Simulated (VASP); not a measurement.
Crystal: MoS2.

```
Mo S
1.0
     1.58759    0.91660    6.19394
    -1.58759    0.91660    6.19394
     0.00000   -1.83319    6.19394
Mo S
1 2
Cartesian
  0.0000 0.0000 -0.0003
  0.0000 0.0000 7.7486
  0.0000 0.0000 4.6395
```

Base run:

* Program: VASP 6.6.1
* Functional: r2SCAN
* Potentials or basis: VASP PAW PBE potentials, release 64 (Mo_sv, S)
* Cutoff: 520 eV
* k mesh: 6 × 6 × 6
* Occupations: gaussian, width 0.01 eV
* Spin: no spin polarisation

Its results: band gap on the k mesh 1.05 eV (least direct gap 1.80 eV); pressure 1.2 GPa; largest force 0.047 eV/Å.

**Question.** The run is repeated on the same cell with these changes: functional from r2SCAN to PBE. What comes out?

**Answer.** Band gap on the k mesh 0.97 eV (least direct gap 1.69 eV); pressure 2.3 GPa; largest force 0.103 eV/Å.

Caveats: the PAW data sets were made with another functional, which shifts forces and pressure a little (at least some runs).

A k mesh can miss the band edges.
